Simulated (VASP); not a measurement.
Set up this calculation in VASP 6.6.1, as the native input.

```yaml
Task: single point
Functional: PBE
Potentials_or_basis: VASP PAW PBE potentials, release 64 (B)
Cutoff: 520 eV
k_mesh: 6 × 6 × 4
Occupations: gaussian, width 0.1 eV
Spin: no spin polarisation
Dipole_correction: no
Further_INCAR_settings: ALGO = Normal; EDIFF = 1e-06; NBANDS = 18
```

The structure of B lies in POSCAR:

```
B
1.0
    2.4129120438     -1.6141602160      0.0062372683
    2.4129120438      1.6141602160      0.0062372683
   -2.3259856527      0.0000000000      5.3767749683
B
6
Direct
    0.7036614673      0.6800000986      0.5379361400
    0.2963385327      0.3199999014      0.4620638600
    0.2901968561      0.7098031439      0.2500000000
    0.6800000986      0.7036614673      0.0379361400
    0.3199999014      0.2963385327      0.9620638600
    0.7098031439      0.2901968561      0.7500000000
```

The input as run:

INCAR

```
ALGO = Normal
EDIFF = 1E-6
ENCUT = 520
GGA = PE
ISIF = 2
ISMEAR = 0
LASPH = T
LCHARG = T
LELF = T
LREAL = F
LVHAR = T
LWAVE = F
NBANDS = 18
NELM = 60
PREC = Accurate
SIGMA = 0.1
```

KPOINTS

```
k-points
0
Gamma
  6 6 4
```

Potentials or basis: VASP PAW PBE potentials, release 64 (B).

The run is started by

```bash
$ cat potpaw_PBE.64/B/POTCAR > POTCAR
$ mpirun -np 1 vasp_std > vasp.out
```

Results of the run:

* Pressure: 0.1 GPa
* Largest force: 0.035 eV/Å
* Band gap on the k mesh: zero (bands 9 and 10 overlap by 4.08 eV)

Caveat: the k points lie up to 0.40 Å⁻¹ apart, too coarse for converged energies and pressures of a metal.

Wall time 18 s on 1 thread of AMD EPYC 9R45 96-Core Processor (Zen 5) (shared host), peak memory 0.14 GiB.
